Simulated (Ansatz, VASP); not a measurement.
# MnSb in VASP and in Ansatz

The input INCAR:

```
PREC = Accurate
ENCUT = 520
EDIFF = 1E-6
ISMEAR = -1
SIGMA = 0.025
LREAL = F
LASPH = T
NELM = 150
ALGO = Normal
ISIF = 2
LWAVE = F
LCHARG = T
ISPIN = 2
MAGMOM = 4 0
LORBIT = 11
LMAXMIX = 4
GGA = PE
LELF = T
LVHAR = T
NBANDS = 20
```

File KPOINTS:

```
Automatic mesh
0
Gamma
  9 9 9
```

POSCAR

```
MnSb
1.0
    0.0000000000      2.7674782250      2.8509163200
    2.7674782250      0.0000000000      2.8509163200
    2.7674782250      2.7674782250      0.0000000000
Mn Sb
1 1
Direct
    0.0000000000      0.0000000000      0.0000000000
    0.5000000000      0.5000000000      0.5000000000
```

Input for Ansatz:

```yaml
crystal:
  lattice:
    - [0.0, 2.767478225, 2.85091632]
    - [2.767478225, 0.0, 2.85091632]
    - [2.767478225, 2.767478225, 0.0]
  atoms:
    - { symbol: Mn, position: [0.0, 0.0, 0.0], spin: 4.0 }
    - { symbol: Sb, position: [0.5, 0.5, 0.5] }
magnetization:
  spin_polarized: true
kpoints:
  mp_grid: { grid: [9, 9, 9] }
scf:
  occupations: { method: fermi_dirac, width: 0.025 }
  lower_state_search: "off"
hamiltonian:
  xc: pbe
  pseudopotentials: { kind: paw }
output:
  forces: true
  stress: true
  eigenvalues: true
```

Change from the starting cell: stretched by +2 % along [0.0, 0.0, 1.0] at fixed volume; collinear moments without spin-orbit coupling, PAW files.

Alike in both runs: task single point; functional PBE; k mesh 9 × 9 × 9; occupations fermi-dirac, width 0.025 eV; collinear spin.

|  | VASP | Ansatz |
| --- | --- | --- |
| version | VASP 6.6.1 | Ansatz 0.2.0 |
| potentials or method | VASP PAW PBE potentials, release 64 (Mn_pv, Sb) | PAW with Ansatz's default frozen-core files, scalar-relativistic |
| plane-wave cutoff (eV) | 520 | 420 |
| valence electrons in the cell | 18 | 30 |

Ansatz gave:

* pressure (GPa): -0.3
* traceless stress, the component that is largest in VASP (GPa): -2.22
* net moment per atom (μB): 1.93
* size of the moment on the site where the two differ most (μB): 3.79

Question: What did VASP give for the same quantities?

Answer: Pressure (GPa): -0.2; traceless stress, the component that is largest in VASP (GPa): -2.19; net moment per atom (μB): 1.93; size of the moment on the site where the two differ most (μB): 3.76.

Site moments also hang on the region over which each program counts them. The functional is the same, so the differences come from potentials, cutoffs and numerics. VASP's potentials hold 18 valence electrons a cell and Ansatz's 30, so a difference there can come from the potentials and not from the codes.

Neither program's run includes spin-orbit coupling.
